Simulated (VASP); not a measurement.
# Ga3Sb: single point with PBEsol+D3(BJ)

Ga3Sb:

```
Ga Sb
1.0
    -1.99579    1.99579    5.12001
     1.99579   -1.99579    5.12001
     1.99579    1.99579   -5.12001
Ga Sb
3 1
Cartesian
  0.0000 1.9958 2.5600
  1.9958 0.0000 2.5600
  0.0000 0.0000 5.1200
  0.0000 0.0000 0.0000
```

```
Program                : VASP 6.6.1
Task                   : single point
Functional             : PBEsol
Dispersion             : D3(BJ)
Potentials or basis    : VASP PAW PBE potentials, release 64 (Ga_d, Sb)
Cutoff                 : 520 eV
k mesh                 : 14 × 14 × 14
Occupations            : gaussian, width 0.15 eV
Spin                   : no spin polarisation
Dipole correction      : no
Further INCAR settings : ALGO = Fast; EDIFF = 1e-07; NBANDS = 30
```

- Pressure: -1.8 GPa
- Band gap on the k mesh: zero (bands 22 and 23 overlap by 4.15 eV)
- Dispersion energy per atom: -0.359 eV

Stress tensor (GPa, compression positive):
```
-1.34  0.00  0.00
 0.00 -1.34  0.00
 0.00  0.00 -2.76
```

Levels at points of the mesh, in eV from the Fermi level:
```csv
k point,band 20,band 21,band 22,band 23,band 24,band 25
"(0.00, 0.00, 0.00)",-1.84,-1.84,-0.74,-0.11,-0.11,1.75
"(0.50, 0.00, 0.00)",-0.55,-0.25,0.02,1.14,1.74,2.07
"(0.50, 0.50, 0.00)",-5.04,-4.25,-1.88,-1.23,-0.16,0.64
"(0.50, 0.50, 0.50)",-2.64,-1.19,0.94,1.88,1.88,1.96
```

It took 40 min on 1 thread of Oxide Virtual Turin-like Processor, with other jobs on the host, peak memory 0.67 GiB.

Caveat: the PAW data sets were made with another functional, which shifts forces and pressure a little; spin-orbit coupling is left out, which moves the levels of the heavy elements.
